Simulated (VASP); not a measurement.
Set up this calculation in VASP 6.6.1, as the native input.

```
Task                   : single point
Functional             : PBE
Potentials or basis    : VASP PAW PBE potentials, release 64 (Pb_d, S)
Cutoff                 : 520 eV
k mesh                 : 6 × 6 × 4
Occupations            : fermi-dirac, width 0.02 eV
Spin                   : no spin polarisation
Dipole correction      : no
Further INCAR settings : ALGO = Normal; EDIFF = 1e-07; NBANDS = 28
```

The structure of PbS lies in POSCAR:

```
PbS
1.0
    4.0692080078      0.0000000000      0.0000000000
   -2.0346040039      3.5240375080      0.0000000000
    0.0000000000      0.0000000000      7.2093416417
Pb S
2 2
Direct
    0.0000000000      0.0000000000      0.0000000000
    0.0000000000      0.0000000000      0.5000000000
    0.3333333333      0.6666666667      0.2500000000
    0.6666666667      0.3333333333      0.7500000000
```

One way to write it, as run:

INCAR

```
PREC = Accurate
ENCUT = 520
EDIFF = 1E-7
ISMEAR = -1
SIGMA = 0.02
LREAL = False
LASPH = True
NELM = 100
ALGO = Normal
ISIF = 2
LWAVE = False
LCHARG = False
GGA = PE
NBANDS = 28
```

KPOINTS

```
Automatic mesh
0
Gamma
  6 6 4
```

Potentials or basis: VASP PAW PBE potentials, release 64 (Pb_d, S).

The run is started by

```console
$ cat potpaw_PBE.64/Pb_d/POTCAR potpaw_PBE.64/S/POTCAR > POTCAR
$ mpirun -np 1 vasp_std > vasp.out
```

It gave:

The pressure is 3.5 GPa and the band gap on the k mesh is 0.05 eV (least direct gap 0.22 eV).

Caveat: the cell stands under pressure; spin-orbit coupling is left out, which moves the levels of the heavy elements.

Wall time 92 s on 1 thread of Intel Xeon 8259CL, with other jobs on the host, peak memory 0.23 GiB.
